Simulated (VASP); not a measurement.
# Al2Ru (Fddd) in VASP: further runs

The runs below take Al2Ru through single point, with LDA.

Everything below comes from runs of VASP 6.6.1. Logs are shortened: lines on timing, memory, paths and dates and some standing lists are left out, and cuts for length are marked.

## (1) The cell of the first run

It takes space group Fddd (No. 70, orthorhombic). Conventional cell: a = 4.628 Å, b = 7.622 Å, c = 8.379 Å, α = 90.00°, β = 90.00°, γ = 90.00°. Within 3.3 Å of Al (site symmetry 2) lie 5 Ru at 2.47 to 2.66 Å and 9 Al at 2.49 to 3.06 Å. Ru (site symmetry 222) has 10 Al at 2.47 to 2.66 Å and 4 Ru at 3.06 Å within 3.3 Å.

## (2) Single point, LDA (12.32 Å³/atom)

INCAR reads:

```
SYSTEM = Al2Ru
  ALGO = Normal
  EDIFF = 1E-7
  ENCUT = 520
  ISIF = 2
  ISMEAR = 0
  LASPH = .TRUE.
  LCHARG = .FALSE.
  LREAL = .FALSE.
  LWAVE = .FALSE.
  NBANDS = 29
  NELM = 60
  PREC = Accurate
  SIGMA = 0.03
```

KPOINTS reads:

```
k-points
0
G
  10 10 10
  0 0 0
```

POSCAR reads:

```
Al2Ru
1.0
    0.0000000000      3.8109448994      4.1896591708
    2.3140864048      0.0000000000      4.1896591708
    2.3140864048      3.8109448994      0.0000000000
Al Ru
4 2
Direct
    0.0788992938      0.4211007062      0.0788992938
    0.4211007062      0.0788992938      0.4211007062
    0.1711007062      0.8288992938      0.1711007062
    0.8288992938      0.1711007062      0.8288992938
    0.7500000000      0.7500000000      0.7500000000
    0.5000000000      0.5000000000      0.5000000000
```

Potentials or basis: VASP PAW LDA potentials, release 64 (Al, Ru_pv).

Started as:

```
> cat potpaw_LDA.64/Al/POTCAR potpaw_LDA.64/Ru_pv/POTCAR > POTCAR
> mpirun -np 1 vasp_std > vasp.out
```

OUTCAR:

```text
SYSTEM = Al2Ru
   EDIFF = 1E-7
   ENCUT = 520
   ISIF = 2
   ISMEAR = 0
   LASPH = .TRUE.
   LREAL = .FALSE.
   NELM = 60
   PREC = Accurate

 ion  position               nearest neighbor table
   1  0.079  0.421  0.079-   6 2.47   6 2.47   3 2.49   3 2.49   5 2.51   2 2.61   2 2.61   2 2.61
                             5 2.66   5 2.66   4 3.06   4 3.06   4 3.06   4 3.06
   2  0.421  0.079  0.421-   6 2.47   6 2.47   4 2.49   4 2.49   5 2.51   1 2.61   1 2.61   1 2.61
                             5 2.66   5 2.66   3 3.06   3 3.06   3 3.06   3 3.06
   3  0.171  0.829  0.171-   5 2.47   5 2.47   1 2.49   1 2.49   6 2.51   4 2.61   4 2.61   4 2.61
                             6 2.66   6 2.66   2 3.06   2 3.06   2 3.06   2 3.06
   4  0.829  0.171  0.829-   5 2.47   5 2.47   2 2.49   2 2.49   6 2.51   3 2.61   3 2.61   3 2.61
                             6 2.66   6 2.66   1 3.06   1 3.06   1 3.06   1 3.06
   5  0.750  0.750  0.750-   4 2.47   3 2.47   4 2.47   3 2.47   1 2.51   2 2.51   2 2.66   2 2.66
                             1 2.66   1 2.66   6 3.06   6 3.06   6 3.06   6 3.06
   6  0.500  0.500  0.500-   1 2.47   2 2.47   1 2.47   2 2.47   3 2.51   4 2.51   3 2.66   3 2.66
                             4 2.66   4 2.66   5 3.06   5 3.06   5 3.06   5 3.06

  LATTYP: Found a face centered orthorhombic cell.
 ALAT       =     4.6281728096
 B/A-ratio  =     1.6468464149
 C/A-ratio  =     1.8105024783

  Lattice vectors:

 A1 = (   0.0000000000,   3.8109448994,   4.1896591708)
 A2 = (   2.3140864048,   0.0000000000,   4.1896591708)
 A3 = (   2.3140864048,   3.8109448994,   0.0000000000)

Analysis of symmetry for initial positions (statically):
=====================================================================
 Subroutine PRICEL returns:
 Original cell was already a primitive cell.

 Routine SETGRP: Setting up the symmetry group for a
 face centered orthorhombic supercell.

 Subroutine GETGRP returns: Found  8 space group operations
 (whereof  4 operations were pure point group operations)
 out of a pool of  8 trial point group operations.

The static configuration has the point symmetry D_2 .
 The point group associated with its full space group is D_2h.

Analysis of symmetry for dynamics (positions and initial velocities):
=====================================================================
 Subroutine PRICEL returns:
 Original cell was already a primitive cell.

 Routine SETGRP: Setting up the symmetry group for a
 face centered orthorhombic supercell.

 Subroutine GETGRP returns: Found  8 space group operations
 (whereof  4 operations were pure point group operations)
 out of a pool of  8 trial point group operations.

The dynamic configuration has the point symmetry D_2 .
 The point group associated with its full space group is D_2h.

 Subroutine INISYM returns: Found  8 space group operations
 (whereof  4 operations are pure point group operations),
 and found     1 'primitive' translations

----------------------------------------------------------------------------------------

                                     Primitive cell

  volume of cell :      73.8960

  direct lattice vectors                    reciprocal lattice vectors
     0.000000000  3.810944899  4.189659171    -0.216067991  0.131201057  0.119341450
     2.314086405  0.000000000  4.189659171     0.216067991 -0.131201057  0.119341450
     2.314086405  3.810944899  0.000000000     0.216067991  0.131201057 -0.119341450

  length of vectors
     5.663615894  4.786255306  4.458508373     0.279537968  0.279537968  0.279537968

  position of ions in fractional coordinates (direct lattice)
     0.078899294  0.421100706  0.078899294
     0.421100706  0.078899294  0.421100706
     0.171100706  0.828899294  0.171100706
     0.828899294  0.171100706  0.828899294
     0.750000000  0.750000000  0.750000000
     0.500000000  0.500000000  0.500000000

  ion indices of the primitive-cell ions
   primitive index   ion index
                 1           1
                 2           2
                 3           3
                 4           4
                 5           5
                 6           6

----------------------------------------------------------------------------------------

 KPOINTS: k-points

Automatic generation of k-mesh.
 Grid dimensions read from file:
 generate k-points for:   10   10   10

 Generating k-lattice:

  Cartesian coordinates                     Fractional coordinates (reciprocal lattice)
    -0.021606799  0.013120106  0.011934145     0.100000000  0.000000000  0.000000000
     0.021606799 -0.013120106  0.011934145     0.000000000  0.100000000  0.000000000
     0.021606799  0.013120106 -0.011934145     0.000000000  0.000000000  0.100000000

  Length of vectors
     0.027953797  0.027953797  0.027953797

  Shift w.r.t. Gamma in fractional coordinates (k-lattice)
     0.000000000  0.000000000  0.000000000

 Subroutine IBZKPT returns following result:
 ===========================================

 Found    171 irreducible k-points:

 Following reciprocal coordinates:
            Coordinates               Weight
  0.000000  0.000000  0.000000      1.000000
  0.100000 -0.000000 -0.000000      8.000000
  0.200000 -0.000000 -0.000000      8.000000
  0.300000  0.000000  0.000000      8.000000
  0.400000  0.000000  0.000000      8.000000
  0.500000  0.000000  0.000000      4.000000
[... 16 lines left out ...]
  0.300000  0.300000  0.000000      2.000000
  0.400000  0.300000  0.000000      8.000000
 [... further k-points ...]
   k-points           NKPTS =    171   k-points in BZ     NKDIM =    171   number of bands    NBANDS=     29
   number of dos      NEDOS =    301   number of ions     NIONS =      6
   total plane-waves  NPLWV =  54432
   dimension x,y,z NGX =    42 NGY =   36 NGZ =   36
   dimension x,y,z NGXF=    84 NGYF=   72 NGZF=   72
   ions per type =               4   2
   NGX,Y,Z   is equivalent  to a cutoff of  12.33, 12.50, 13.42 a.u.
   NGXF,Y,Z  is equivalent  to a cutoff of  24.66, 25.01, 26.85 a.u.
 SYSTEM =  Al2Ru
   PREC   = accura    normal or accurate (medium, high low for compatibility)
   ISTART =      0    job   : 0-new  1-cont  2-samecut
   ICHARG =      2    charge: 1-file 2-atom 10-const
   ISPIN  =      1    spin polarized calculation?
   LNONCOLLINEAR =      F non collinear calculations
   LSORBIT =      F    spin-orbit coupling
   LASPH  =      T    aspherical Exc in radial PAW
   ENCUT  =  520.0 eV  38.22 Ry    6.18 a.u.  10.53  8.90  8.29*2*pi/ulx,y,z
   NELM   =     60;   NELMIN=  2; NELMDL= -5     # of ELM steps
   EDIFF  = 0.1E-06   stopping-criterion for ELM
   LREAL  =      F    real-space projection
   EDIFFG = 0.1E-05   stopping-criterion for IOM
   NSW    =      0    number of steps for IOM
   IBRION =     -1    ionic relax: 0-MD 1-quasi-New 2-CG
   NFREE  =      0    steps in history (QN), initial steepest desc. (CG)
   ISIF   =      2    stress and relaxation
   ISYM   =      2    0-nonsym 1-usesym 2-fastsym
   POTIM  = 0.5000    time-step for ionic-motion
   TEBEG  =    0.0;   TEEND  =   0.0 temperature during run
   PSTRESS=    0.0 pullay stress
   NELECT =      40.0000    total number of electrons
   NUPDOWN=      -1.0000    fix difference up-down
   EMIN   =  10.00;   EMAX   =-10.00  energy-range for DOS
   EFERMI =   0.00;   METHOD = LEGACY
   ISMEAR =     0;   SIGMA  =   0.03  broadening in eV -4-tet -1-fermi 0-gaus
   EFERMI_NEDOS =   21; number of points for ismear=-14 and -15
   IALGO  =     38    algorithm
   IMIX   =      4    mixing-type and parameters
     AMIX     =   0.40;   BMIX     =  1.00
     AMIX_MAG =   1.60;   BMIX_MAG =  1.00
  volume/ion in A,a.u.               =      12.32        83.11
  Fermi-wavevector in a.u.,A,eV,Ry     =   1.334201  2.521274 24.219618  1.780092
  Thomas-Fermi vector in A             =   2.463000
   LORBIT       =      0    0 simple, 1 ext, 2 COOP (PROOUT), +10 PAW based schemes
   GGA     = CA    functional components
   LHFCALC =     F    Hartree Fock is set to
   AEXX    =    0.0000 exact exchange contribution
   IVDW    =     0    specifies the selected vdW correction
   LEPSILON=     F    determine dielectric tensor
   LRPA    =     F    only Hartree local field effects (RPA)
 non-spin polarized calculation
 Gauss-broadening in eV      SIGMA  =   0.03
  energy-cutoff  :      520.00
  volume of cell :       73.90
 maximum number of plane-waves:      2016
   NGX = 21   NGY = 17   NGZ = 17

 number of electron      39.9999998 magnetization

 Free energy of the ion-electron system (eV)
  ---------------------------------------------------
  ext. energy  EPLUGINS =         0.00000000
  ---------------------------------------------------
  free energy    TOTEN  =       -41.97842156 eV

  energy without entropy =      -41.97842156  energy(sigma->0) =      -41.97842156

 E-fermi :  12.1101     XC(G=0): -12.6305

 val. band max:       11.9658969262   @ k =   0.0000   0.0000   0.0000
 cond. band min:      12.2375158755   @ k =   0.0000   0.3000   0.3000
 fundamental gap:      0.2716189493
 Fermi energy:        12.1100773580

 k-point     1 :       0.0000    0.0000    0.0000
  band No.  band energies     occupation
      1     -30.6345      2.00000
      2     -30.5422      2.00000
      3     -30.4945      2.00000
      4     -30.4739      2.00000
      5     -30.4536      2.00000
      6     -30.4323      2.00000
[... 21 lines left out ...]
     28      16.5513      0.00000
     29      17.5303      0.00000

 k-point     2 :       0.1000   -0.0000   -0.0000
  band No.  band energies     occupation
      1     -30.6331      2.00000
      2     -30.5438      2.00000
      3     -30.4967      2.00000
      4     -30.4721      2.00000
      5     -30.4535      2.00000
      6     -30.4325      2.00000
[... 21 lines left out ...]
     28      17.1107      0.00000
     29      17.6929      0.00000

 k-point     3 :       0.2000   -0.0000   -0.0000
  band No.  band energies     occupation
      1     -30.6293      2.00000
      2     -30.5481      2.00000
      3     -30.5023      2.00000
      4     -30.4677      2.00000
      5     -30.4533      2.00000
      6     -30.4332      2.00000
[... 638 lines left out ...]
      5     -30.4425      2.00000
      6     -30.4264      2.00000
[... 21 lines left out ...]
     28      17.4123      0.00000
     29      18.0998      0.00000

 k-point    24 :       0.4000    0.3000    0.0000
  band No.  band energies     occupation
      1     -30.5997      2.00000
      2     -30.5434      2.00000
      3     -30.5261      2.00000
      4     -30.5006      2.00000
      5     -30.4397      2.00000
      6     -30.4271      2.00000
[... 21 lines left out ...]
     28      17.6568      0.00000
     29      18.5283      0.00000

 [... further k-points ...]

------------------------ aborting loop because EDIFF is reached ----------------------------------------

  FORCE on cell =-STRESS in cart. coord.  units (eV):
  Direction    XX          YY          ZZ          XY          YZ          ZX
  --------------------------------------------------------------------------------------
  -------------------------------------------------------------------------------------
  Total        5.9544454      9.9901033     11.3199269      0.0000000      0.0000000      0.0000000
  in kB      129.1014048    216.6005875    245.4331797      0.0000000      0.0000000      0.0000000
  external PRESSURE =     197.0450573 kB  Pullay stress =       0.0000000 kB

 VOLUME and BASIS-vectors are now :
 -----------------------------------------------------------------------------
  energy-cutoff  :      520.00
  volume of cell :       73.90
      direct lattice vectors                 reciprocal lattice vectors
     0.000000000  3.810944899  4.189659171    -0.216067991  0.131201057  0.119341450
     2.314086405  0.000000000  4.189659171     0.216067991 -0.131201057  0.119341450
     2.314086405  3.810944899  0.000000000     0.216067991  0.131201057 -0.119341450

 POSITION                                       TOTAL-FORCE (eV/Angst)
 -----------------------------------------------------------------------------------
      1.15704      0.60136      2.09483        -0.000000      0.031188     -0.000000
      1.15704      3.20958      2.09483        -0.000000     -0.031188     -0.000000
      2.31409      1.30411      4.18966        -0.000000     -0.031188      0.000000
      2.31409      6.31778      4.18966        -0.000000      0.031188      0.000000
      3.47113      5.71642      6.28449         0.000000     -0.000000      0.000000
      2.31409      3.81094      4.18966        -0.000000     -0.000000     -0.000000
 -----------------------------------------------------------------------------------
    total drift:                               -0.000000     -0.000000      0.000000

  FREE ENERGIE OF THE ION-ELECTRON SYSTEM (eV)
  ---------------------------------------------------
  free  energy   TOTEN  =       -41.9784215621 eV

  energy  without entropy=      -41.9784215621  energy(sigma->0) =      -41.97842156
```

It took 4.9 min on 1 thread of Intel Xeon Platinum 8488C (Sapphire Rapids), shared host; peak memory 0.39 GiB.

What came out:

- Free energy: -41.9784 eV
- Pressure: 19.7 GPa
- Largest force: 0.031 eV/Å

Forces on the atoms (eV/Å):
```
Al   0.000  0.031  0.000
Al   0.000 -0.031  0.000
Al   0.000 -0.031  0.000
Al   0.000  0.031  0.000
Ru   0.000  0.000  0.000
Ru   0.000  0.000  0.000
```

Caveat: the stress differs along the axes, from 13 to 25 GPa.

## (3) Single point, LDA (14.46 Å³/atom)

This run uses another cell than the first one, of 14.46 Å³/atom.

INCAR reads:

```
SYSTEM = Al2Ru
ALGO = Normal
EDIFF = 1E-6
ENCUT = 520
ISIF = 2
ISMEAR = 0
LASPH = .TRUE.
LCHARG = .FALSE.
LREAL = .FALSE.
LWAVE = .FALSE.
NBANDS = 29
NELM = 100
PREC = Accurate
SIGMA = 0.03
```

KPOINTS is that of step 2.

POSCAR, as its differences from that of step 2:

```diff
@@ -2,5 +2,5 @@
 1.0
-    0.0000000000      3.8109448994      4.1896591708
-    2.3140864048      0.0000000000      4.1896591708
-    2.3140864048      3.8109448994      0.0000000000
+    0.0000000000      4.0201801632      4.4196872779
+    2.4411384855      0.0000000000      4.4196872779
+    2.4411384855      4.0201801632      0.0000000000
 Al Ru
```

Potentials or basis: VASP PAW LDA potentials, release 64 (Al, Ru_pv).

Started as:

```
> cat potpaw_LDA.64/Al/POTCAR potpaw_LDA.64/Ru_pv/POTCAR > POTCAR
> mpirun -np 1 vasp_std > vasp.out
```

Run time: 12 min. Hardware: 1 thread of Intel Xeon 8259CL, shared host; peak memory 0.46 GiB.

The run converged. Its results:

| Property | Result |
| --- | --- |
| Free energy | -42.1101 eV |
| Pressure | -12.0 GPa |
| Largest force | 0.232 eV/Å |

Forces in eV/Å, atoms in the order of the input:
```
Al   0.000 -0.232  0.000
Al   0.000  0.232  0.000
Al   0.000  0.232  0.000
Al   0.000 -0.232  0.000
Ru   0.000  0.000  0.000
Ru   0.000  0.000  0.000
```

Stress tensor (GPa, compression positive):
```
-16.92   0.00   0.00
  0.00  -8.53   0.00
  0.00   0.00 -10.66
```

Levels at points of the mesh, in eV from the Fermi level:
```
           k point  band 17  band 18  band 19  band 20  band 21  band 22  band 23  band 24
(0.00, 0.00, 0.00)    -1.98    -1.12    -1.01    -0.09     1.61     2.10     2.24     2.44
(0.50, 0.00, 0.00)    -2.02    -1.91    -1.03    -0.77     0.34     0.76     1.64     3.13
(0.50, 0.50, 0.00)    -1.43    -1.43    -1.37    -1.37     2.05     2.05     2.46     2.46
(0.50, 0.00, 0.50)    -2.12    -2.12    -1.29    -1.29     1.77     1.77     2.31     2.31
(0.00, 0.50, 0.50)    -2.26    -2.26    -1.14    -1.14     0.28     0.28     4.52     4.52
```

Caveat: the stress differs along the axes, from -17 to -9 GPa.

## (4) Single point, LDA (14.46 Å³/atom)

This run uses another cell than the first one, of 14.46 Å³/atom.

INCAR reads:

```
PREC = Accurate ; ENCUT = 520
EDIFF = 1E-7 ; ISMEAR = 0
SIGMA = 0.03 ; LREAL = False
LASPH = True ; NELM = 80
ALGO = Fast ; ISIF = 2
LWAVE = False ; LCHARG = False
NBANDS = 29
```

KPOINTS reads:

```
regular mesh
0
Gamma
  10 10 10
```

POSCAR, as its differences from that of step 3:

```diff
@@ -2,5 +2,5 @@
 1.0
-    0.0000000000      4.0201801632      4.4196872779
-    2.4411384855      0.0000000000      4.4196872779
-    2.4411384855      4.0201801632      0.0000000000
+    0.0000000000      4.1431957662      4.5549276089
+    2.2983308247      0.0000000000      4.5549276089
+    2.2983308247      4.1431957662      0.0000000000
 Al Ru
```

Started as:

```
> cat potpaw_LDA.64/Al/POTCAR potpaw_LDA.64/Ru_pv/POTCAR > POTCAR
> mpirun -np 1 vasp_std > vasp.out
```

Run time: 8.7 min. Hardware: 1 thread of Intel Xeon Platinum 8488C (Sapphire Rapids), shared host; peak memory 0.45 GiB.

The run converged. Its results:

```yaml
Free_energy: -42.0016 eV
Pressure: -11.5 GPa
Largest_force: 0.170 eV/Å
Band_gap_on_the_k_mesh: zero (bands 20 and 21 overlap by 0.31 eV)
```

Forces in eV/Å, atoms in the order of the input:
```
Al   0.000  0.170  0.000
Al   0.000 -0.170  0.000
Al   0.000 -0.170  0.000
Al   0.000  0.170  0.000
Ru   0.000  0.000  0.000
Ru   0.000  0.000  0.000
```

Stress tensor (GPa, compression positive):
```
 -2.06   0.00   0.00
  0.00 -15.05   0.00
  0.00   0.00 -17.24
```

Levels at points of the mesh, in eV from the Fermi level:
```tsv
k point	band 18	band 19	band 20	band 21	band 22	band 23
(0.00, 0.00, 0.00)	-1.53	-1.25	0.28	1.33	2.30	2.47
(0.50, 0.00, 0.00)	-2.01	-1.14	-0.92	0.22	0.57	1.63
(0.50, 0.50, 0.00)	-1.71	-0.92	-0.92	2.00	2.00	2.30
(0.50, 0.00, 0.50)	-2.09	-1.44	-1.44	1.43	1.43	1.88
(0.00, 0.50, 0.50)	-2.47	-1.25	-1.25	0.34	0.34	4.38
```

Caveat: the stress differs along the axes, from -17 to -2 GPa.

[end of part 1 of 2]

The gap in the log of VASP goes by the Fermi energy; the results here count the filled bands.